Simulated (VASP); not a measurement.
Set up this calculation in VASP 6.6.1, as the native input.

| Property | Result |
| --- | --- |
| Task | single point |
| Functional | LDA |
| Potentials or basis | VASP PAW LDA potentials, release 64 (Cs_sv, H) |
| Cutoff | 520 eV |
| k mesh | 8 × 8 × 8 |
| Occupations | gaussian, width 0.05 eV |
| Spin | no spin polarisation |
| Dipole correction | no |
| Further INCAR settings | ALGO = Normal; EDIFF = 1e-06; NBANDS = 12 |

The structure of CsH lies in POSCAR:

```
CsH
1.0
    0.0895828000      3.1880000000      3.1880000000
    3.1880000000      0.0895828000      3.1880000000
    3.2775828000      3.2775828000      0.0000000000
Cs H
1 1
Direct
    0.0000000000      0.0000000000      0.0000000000
    0.5000000000      0.5000000000      0.5000000000
```

This cell differs from its parent crystal: strain +0.0562 x Voigt [0, 0, 0, 0, 0, 1].

These files were run (other wordings do the same):

INCAR

```
ALGO = Normal
EDIFF = 1E-6
ENCUT = 520
ISIF = 2
ISMEAR = 0
LASPH = True
LCHARG = False
LREAL = False
LWAVE = False
NBANDS = 12
NELM = 60
PREC = Accurate
SIGMA = 0.05
```

KPOINTS

```
k-points
0
Gamma
  8 8 8
```

Potentials or basis: VASP PAW LDA potentials, release 64 (Cs_sv, H).

Command:

```sh
$ cat potpaw_LDA.64/Cs_sv/POTCAR potpaw_LDA.64/H/POTCAR > POTCAR
$ mpirun -np 1 vasp_std > vasp.out
```

Results of the run:

```json
{
 "Pressure": "-1.2 GPa",
 "Band gap on the k mesh": "1.90 eV (least direct gap 1.93 eV)"
}
```

Caveat: the cell differs from its parent crystal (strain +0.0562 x Voigt [0, 0, 0, 0, 0, 1]); spin-orbit coupling is left out, which moves the levels of the heavy elements.

It took 40 s on 1 thread of Intel(R) Xeon(R) Platinum 8488C (Sapphire Rapids), with other jobs on the host, peak memory 0.21 GiB.
